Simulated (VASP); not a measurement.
# InP (Fm-3m) in VASP: a series of runs

Runs on InP. Level: PBE. Tasks: single point.

Everything below comes from runs of VASP 6.6.1. Logs are shortened: lines on timing, memory, paths and dates and some standing lists are left out, and cuts for length are marked.

## Step 1: The cell of the first run

It takes space group Fm-3m (No. 225, cubic). Conventional cell: a = 5.548 Å, b = 5.548 Å, c = 5.548 Å, α = 90.00°, β = 90.00°, γ = 90.00°. Within 3.7 Å of In (site symmetry m-3m) lie 6 P at 2.77 Å. P (site symmetry m-3m) has 6 In at 2.77 Å within 3.7 Å.

## Step 2: Single point, PBE

INCAR reads:

```
SYSTEM = InP
PREC = Accurate
ENCUT = 500
EDIFF = 1E-6
ISMEAR = 0
SIGMA = 0.2
LREAL = .FALSE.
LASPH = .TRUE.
NELM = 120
ALGO = Normal
ISIF = 2
LWAVE = .FALSE.
LCHARG = .TRUE.
GGA = PE
LELF = .TRUE.
LVHAR = .TRUE.
NBANDS = 16
GGA_COMPAT = .FALSE.
```

KPOINTS reads:

```
regular mesh
0
G
  6 6 6
  0 0 0
```

POSCAR reads:

```
InP
1.0
    0.0000000000      2.7740793524      2.7740793524
    2.7740793524      0.0000000000      2.7740793524
    2.7740793524      2.7740793524      0.0000000000
In P
1 1
Direct
    0.5000000000      0.5000000000      0.5000000000
    0.0000000000      0.0000000000      0.0000000000
```

Potentials or basis: VASP PAW PBE potentials, release 64 (In_d, P).

The run is started by

```console
$ cat potpaw_PBE.64/In_d/POTCAR potpaw_PBE.64/P/POTCAR > POTCAR
$ mpirun -np 1 vasp_std > vasp.out
```

OUTCAR:

```text
SYSTEM = InP
   PREC = Accurate
   ENCUT = 500
   EDIFF = 1E-6
   ISMEAR = 0
   LREAL = .FALSE.
   LASPH = .TRUE.
   NELM = 120
   ISIF = 2
   GGA = PE

 ion  position               nearest neighbor table
   1  0.500  0.500  0.500-   2 2.77   2 2.77   2 2.77   2 2.77   2 2.77   2 2.77
   2  0.000  0.000  0.000-   1 2.77   1 2.77   1 2.77   1 2.77   1 2.77   1 2.77

  LATTYP: Found a face centered cubic cell.
 ALAT       =     5.5481587048

  Lattice vectors:

 A1 = (   0.0000000000,   2.7740793524,   2.7740793524)
 A2 = (   2.7740793524,   0.0000000000,   2.7740793524)
 A3 = (   2.7740793524,   2.7740793524,   0.0000000000)

Analysis of symmetry for initial positions (statically):
=====================================================================
 Subroutine PRICEL returns:
 Original cell was already a primitive cell.

 Routine SETGRP: Setting up the symmetry group for a
 face centered cubic supercell.

 Subroutine GETGRP returns: Found 48 space group operations
 (whereof 48 operations were pure point group operations)
 out of a pool of 48 trial point group operations.

The static configuration has the point symmetry O_h .

Analysis of symmetry for dynamics (positions and initial velocities):
=====================================================================
 Subroutine PRICEL returns:
 Original cell was already a primitive cell.

 Routine SETGRP: Setting up the symmetry group for a
 face centered cubic supercell.

 Subroutine GETGRP returns: Found 48 space group operations
 (whereof 48 operations were pure point group operations)
 out of a pool of 48 trial point group operations.

The dynamic configuration has the point symmetry O_h .

 Subroutine INISYM returns: Found 48 space group operations
 (whereof 48 operations are pure point group operations),
 and found     1 'primitive' translations

----------------------------------------------------------------------------------------

                                     Primitive cell

  volume of cell :      42.6959

  direct lattice vectors                    reciprocal lattice vectors
     0.000000000  2.774079352  2.774079352    -0.180239977  0.180239977  0.180239977
     2.774079352  0.000000000  2.774079352     0.180239977 -0.180239977  0.180239977
     2.774079352  2.774079352  0.000000000     0.180239977  0.180239977 -0.180239977

  length of vectors
     3.923140643  3.923140643  3.923140643     0.312184799  0.312184799  0.312184799

  position of ions in fractional coordinates (direct lattice)
     0.500000000  0.500000000  0.500000000
     0.000000000  0.000000000  0.000000000

  ion indices of the primitive-cell ions
   primitive index   ion index
                 1           1
                 2           2

----------------------------------------------------------------------------------------

 KPOINTS: regular mesh

Automatic generation of k-mesh.
 Grid dimensions read from file:
 generate k-points for:    6    6    6

 Generating k-lattice:

  Cartesian coordinates                     Fractional coordinates (reciprocal lattice)
    -0.030039996  0.030039996  0.030039996     0.166666667  0.000000000  0.000000000
     0.030039996 -0.030039996  0.030039996     0.000000000  0.166666667  0.000000000
     0.030039996  0.030039996 -0.030039996     0.000000000  0.000000000  0.166666667

  Length of vectors
     0.052030800  0.052030800  0.052030800

  Shift w.r.t. Gamma in fractional coordinates (k-lattice)
     0.000000000  0.000000000  0.000000000

 Subroutine IBZKPT returns following result:
 ===========================================

 Found     16 irreducible k-points:

 Following reciprocal coordinates:
            Coordinates               Weight
  0.000000  0.000000  0.000000      1.000000
  0.166667  0.000000  0.000000      8.000000
  0.333333  0.000000  0.000000      8.000000
  0.500000  0.000000  0.000000      4.000000
  0.166667  0.166667  0.000000      6.000000
  0.333333  0.166667  0.000000     24.000000
[... 8 lines left out ...]
 -0.333333  0.333333  0.166667     24.000000
 -0.333333  0.500000  0.166667     12.000000
   k-points           NKPTS =     16   k-points in BZ     NKDIM =     16   number of bands    NBANDS=     16
   number of dos      NEDOS =    301   number of ions     NIONS =      2
   total plane-waves  NPLWV =  27000
   dimension x,y,z NGX =    30 NGY =   30 NGZ =   30
   dimension x,y,z NGXF=    60 NGYF=   60 NGZF=   60
   ions per type =               1   1
   NGX,Y,Z   is equivalent  to a cutoff of  12.71, 12.71, 12.71 a.u.
   NGXF,Y,Z  is equivalent  to a cutoff of  25.43, 25.43, 25.43 a.u.
 SYSTEM =  InP
   PREC   = accura    normal or accurate (medium, high low for compatibility)
   ISTART =      0    job   : 0-new  1-cont  2-samecut
   ICHARG =      2    charge: 1-file 2-atom 10-const
   ISPIN  =      1    spin polarized calculation?
   LNONCOLLINEAR =      F non collinear calculations
   LSORBIT =      F    spin-orbit coupling
   LASPH  =      T    aspherical Exc in radial PAW
   ENCUT  =  500.0 eV  36.75 Ry    6.06 a.u.   7.15  7.15  7.15*2*pi/ulx,y,z
   NELM   =    120;   NELMIN=  2; NELMDL= -5     # of ELM steps
   EDIFF  = 0.1E-05   stopping-criterion for ELM
   LREAL  =      F    real-space projection
   EDIFFG = 0.1E-04   stopping-criterion for IOM
   NSW    =      0    number of steps for IOM
   IBRION =     -1    ionic relax: 0-MD 1-quasi-New 2-CG
   NFREE  =      0    steps in history (QN), initial steepest desc. (CG)
   ISIF   =      2    stress and relaxation
   ISYM   =      2    0-nonsym 1-usesym 2-fastsym
   POTIM  = 0.5000    time-step for ionic-motion
   TEBEG  =    0.0;   TEEND  =   0.0 temperature during run
   PSTRESS=    0.0 pullay stress
   NELECT =      18.0000    total number of electrons
   NUPDOWN=      -1.0000    fix difference up-down
   EMIN   =  10.00;   EMAX   =-10.00  energy-range for DOS
   EFERMI =   0.00;   METHOD = LEGACY
   ISMEAR =     0;   SIGMA  =   0.20  broadening in eV -4-tet -1-fermi 0-gaus
   EFERMI_NEDOS =   21; number of points for ismear=-14 and -15
   IALGO  =     38    algorithm
   IMIX   =      4    mixing-type and parameters
     AMIX     =   0.40;   BMIX     =  1.00
     AMIX_MAG =   1.60;   BMIX_MAG =  1.00
  volume/ion in A,a.u.               =      21.35       144.06
  Fermi-wavevector in a.u.,A,eV,Ry     =   1.227543  2.319720 20.502107  1.506862
  Thomas-Fermi vector in A             =   2.362503
   LORBIT       =      0    0 simple, 1 ext, 2 COOP (PROOUT), +10 PAW based schemes
   GGA     = PE    functional components
   LHFCALC =     F    Hartree Fock is set to
   AEXX    =    0.0000 exact exchange contribution
   IVDW    =     0    specifies the selected vdW correction
   LEPSILON=     F    determine dielectric tensor
   LRPA    =     F    only Hartree local field effects (RPA)
 non-spin polarized calculation
 Gauss-broadening in eV      SIGMA  =   0.20
  energy-cutoff  :      500.00
  volume of cell :       42.70
 maximum number of plane-waves:      1106
 NGX is ok and might be reduce to    30
   NGX = 15   NGY = 15   NGZ = 15

 number of electron      18.0000008 magnetization

 Free energy of the ion-electron system (eV)
  ---------------------------------------------------
  ext. energy  EPLUGINS =         0.00000000
  ---------------------------------------------------
  free energy    TOTEN  =        -7.94279439 eV

  energy without entropy =       -7.91742810  energy(sigma->0) =       -7.93011124

 E-fermi :   6.9593     XC(G=0): -10.3696

 val. band max:        6.9245013014   @ k =   0.3333   0.0000   0.0000
 cond. band min:       7.0870545646   @ k =   0.5000   0.0000   0.0000
 fundamental gap:      0.1625532632
 Fermi energy:         6.9592660694

 k-point     1 :       0.0000    0.0000    0.0000
  band No.  band energies     occupation
      1      -7.1972      2.00000
      2      -7.1972      2.00000
      3      -7.1769      2.00000
      4      -7.1769      2.00000
      5      -7.1769      2.00000
      6      -5.0159      2.00000
[... 8 lines left out ...]
     15      15.4218      0.00000
     16      15.4218      0.00000

 k-point     2 :       0.1667    0.0000    0.0000
  band No.  band energies     occupation
      1      -7.2109      2.00000
      2      -7.2109      2.00000
      3      -7.1780      2.00000
      4      -7.1585      2.00000
      5      -7.1585      2.00000
      6      -4.6766      2.00000
[... 8 lines left out ...]
     15      14.9652      0.00000
     16      15.2508      0.00000

 k-point     3 :       0.3333    0.0000    0.0000
  band No.  band energies     occupation
      1      -7.2423      2.00000
      2      -7.2423      2.00000
      3      -7.1835      2.00000
      4      -7.1171      2.00000
      5      -7.1171      2.00000
      6      -3.7493      2.00000
[... 8 lines left out ...]
     15      16.6200      0.00000
     16      16.6200      0.00000

 k-point     4 :       0.5000    0.0000    0.0000
  band No.  band energies     occupation
      1      -7.2581      2.00000
      2      -7.2581      2.00000
      3      -7.1874      2.00000
      4      -7.0959      2.00000
      5      -7.0959      2.00000
      6      -2.9736      2.00000
[... 8 lines left out ...]
     15      18.2269      0.00000
     16      18.2269      0.00000
[... 172 lines left out ...]
 k-point    14 :       0.5000    0.3333    0.1667
  band No.  band energies     occupation
      1      -7.3620      2.00000
      2      -7.2051      2.00000
      3      -7.1850      2.00000
      4      -7.1142      2.00000
      5      -7.0963      2.00000
      6      -2.8626      2.00000
[... 8 lines left out ...]
     15      19.1222      0.00000
     16      19.5709      0.00000

 k-point    15 :      -0.3333    0.3333    0.1667
  band No.  band energies     occupation
      1      -7.3820      2.00000
      2      -7.2150      2.00000
      3      -7.1554      2.00000
      4      -7.1421      2.00000
      5      -7.0799      2.00000
      6      -2.1849      2.00000
[... 8 lines left out ...]
     15      17.5207      0.00000
     16      20.0254      0.00000

 k-point    16 :      -0.3333    0.5000    0.1667
  band No.  band energies     occupation
      1      -7.4480      2.00000
      2      -7.1928      2.00000
      3      -7.1854      2.00000
      4      -7.1106      2.00000
      5      -7.0657      2.00000
      6      -1.8586      2.00000
[... 8 lines left out ...]
     15      19.1449      0.00000
     16      20.3277      0.00000

------------------------ aborting loop because EDIFF is reached ----------------------------------------

  FORCE on cell =-STRESS in cart. coord.  units (eV):
  Direction    XX          YY          ZZ          XY          YZ          ZX
  --------------------------------------------------------------------------------------
  -------------------------------------------------------------------------------------
  Total       -0.0420391     -0.0420391     -0.0420391     -0.0000000      0.0000000      0.0000000
  in kB       -1.5775305     -1.5775305     -1.5775305     -0.0000000      0.0000000      0.0000000
  external PRESSURE =      -1.5775305 kB  Pullay stress =       0.0000000 kB

 VOLUME and BASIS-vectors are now :
 -----------------------------------------------------------------------------
  energy-cutoff  :      500.00
  volume of cell :       42.70
      direct lattice vectors                 reciprocal lattice vectors
     0.000000000  2.774079352  2.774079352    -0.180239977  0.180239977  0.180239977
     2.774079352  0.000000000  2.774079352     0.180239977 -0.180239977  0.180239977
     2.774079352  2.774079352  0.000000000     0.180239977  0.180239977 -0.180239977

 POSITION                                       TOTAL-FORCE (eV/Angst)
 -----------------------------------------------------------------------------------
      2.77408      2.77408      2.77408         0.000000     -0.000000      0.000000
      0.00000      0.00000      0.00000        -0.000000      0.000000     -0.000000
 -----------------------------------------------------------------------------------
    total drift:                                0.000000      0.000000      0.000000

  FREE ENERGIE OF THE ION-ELECTRON SYSTEM (eV)
  ---------------------------------------------------
  free  energy   TOTEN  =        -7.9427943867 eV

  energy  without entropy=       -7.9174281027  energy(sigma->0) =       -7.93011124
```

Run time: 6.1 s. Hardware: 1 thread of Intel Xeon Platinum 8481C at 2.70GHz (Sapphire Rapids), shared host; peak memory 0.17 GiB.

Results:

```yaml
Free_energy: -7.9428 eV
Pressure: -0.2 GPa
Band_gap_on_the_k_mesh: zero (band 9 reaches 7.24 eV, above the bottom of band 10 at 4.64 eV)
```

Caveat: spin-orbit coupling is left out, which moves the levels of the heavy elements.

## Step 3: Single point, PBE

This run uses another cell than the first one, of 21.44 Å³/atom, 1.004 times its volume.

INCAR reads:

```
  PREC = Accurate
  ENCUT = 500
  EDIFF = 1E-6
  ISMEAR = 0
  SIGMA = 0.2
  LREAL = False
  LASPH = True
  NELM = 120
  ALGO = Normal
  ISIF = 2
  LWAVE = False
  LCHARG = False
  GGA = PE
  NBANDS = 16
  GGA_COMPAT = False
```

KPOINTS reads:

```
regular mesh
0
Gamma
  6 6 6
```

POSCAR reads:

```
InP
1.0
    0.0000000000      2.7778708099      2.7778708099
    2.7778708099      0.0000000000      2.7778708099
    2.7778708099      2.7778708099      0.0000000000
In P
1 1
Direct
    0.0000000000      0.0000000000      0.0000000000
    0.5000000000      0.5000000000      0.5000000000
```

Potentials or basis: VASP PAW PBE potentials, release 64 (In_d, P).

The run is started by

```console
$ cat potpaw_PBE.64/In_d/POTCAR potpaw_PBE.64/P/POTCAR > POTCAR
$ mpirun -np 1 vasp_std > vasp.out
```

Run time: 5.9 s. Hardware: 1 thread of Intel Xeon Platinum 8481C at 2.70GHz (Sapphire Rapids), shared host; peak memory 0.16 GiB.

Results (log left out):

```yaml
Free_energy: -7.9425 eV
Pressure: -0.5 GPa
Band_gap_on_the_k_mesh: zero (band 9 reaches 7.19 eV, above the bottom of band 10 at 4.61 eV)
```

Levels at points of the mesh, in eV from the Fermi level:
```
           k point  band 7  band 8  band 9  band 10  band 11  band 12
(0.00, 0.00, 0.00)   -0.29   -0.29   -0.29     0.45     7.10     7.10
(0.50, 0.00, 0.00)   -6.57    0.13    0.13     2.49     3.43     3.43
(0.50, 0.50, 0.00)   -4.88   -2.49   -2.31    -2.31     3.87     9.79
```

Caveat: spin-orbit coupling is left out, which moves the levels of the heavy elements.

## Step 4: Single point, PBE

INCAR reads:

```
PREC = Accurate
ENCUT = 500
EDIFF = 1E-6
ISMEAR = 0
SIGMA = 0.1
LREAL = False
LASPH = True
NELM = 120
ALGO = Normal
ISIF = 2
LWAVE = False
LCHARG = False
GGA = PE
NBANDS = 16
GGA_COMPAT = False
```

KPOINTS reads:

```
Automatic mesh
0
Gamma
  6 6 6
```

POSCAR reads:

```
InP
1.0
    0.0000000000      2.7726620971      2.7726620971
    2.7726620971      0.0000000000      2.7726620971
    2.7726620971      2.7726620971      0.0000000000
In P
1 1
Direct
    0.0000000000      0.0000000000      0.0000000000
    0.5000000000      0.5000000000      0.5000000000
```

The run is started by

```console
$ cat potpaw_PBE.64/In_d/POTCAR potpaw_PBE.64/P/POTCAR > POTCAR
$ mpirun -np 1 vasp_std > vasp.out
```

Run time: 5.7 s. Hardware: 1 thread of Intel Xeon Platinum 8481C at 2.70GHz (Sapphire Rapids), shared host; peak memory 0.16 GiB.

Results (log left out):

```yaml
Free_energy: -7.9319 eV
Pressure: -0.1 GPa
Band_gap_on_the_k_mesh: zero (band 9 reaches 7.26 eV, above the bottom of band 10 at 4.65 eV)
```

Levels at points of the mesh, in eV from the Fermi level:
```tsv
k point	band 6	band 7	band 8	band 9	band 10	band 11	band 12	band 13
(0.00, 0.00, 0.00)	-11.96	-0.27	-0.27	-0.27	0.52	7.13	7.13	7.13
(0.50, 0.00, 0.00)	-9.91	-6.57	0.15	0.15	2.52	3.45	3.45	5.20
(0.50, 0.50, 0.00)	-8.82	-4.89	-2.46	-2.30	-2.30	3.89	9.86	9.86
```

Caveat: spin-orbit coupling is left out, which moves the levels of the heavy elements.

## Step 5: Summary

| cell | smearing | gap on the mesh (eV) | pressure (GPa) |
| --- | --- | --- | --- |
| a = 3.923 Å, angles 60.0°, 2 atoms | gaussian 0.2 eV | none | -0.2 |
| a = 3.929 Å, angles 60.0°, 2 atoms | gaussian 0.2 eV | none | -0.5 |
| a = 3.921 Å, angles 60.0°, 2 atoms | gaussian 0.1 eV | none | -0.1 |

Alike in all rows: task single point; level PBE; potentials or basis VASP PAW PBE potentials, release 64 (In_d, P); no spin polarisation; k mesh 6 × 6 × 6; cutoff (eV) 500.

Caveats: spin-orbit coupling is left out, which moves the levels of the heavy elements.

Absolute energies hang on the potentials; compare differences alone.
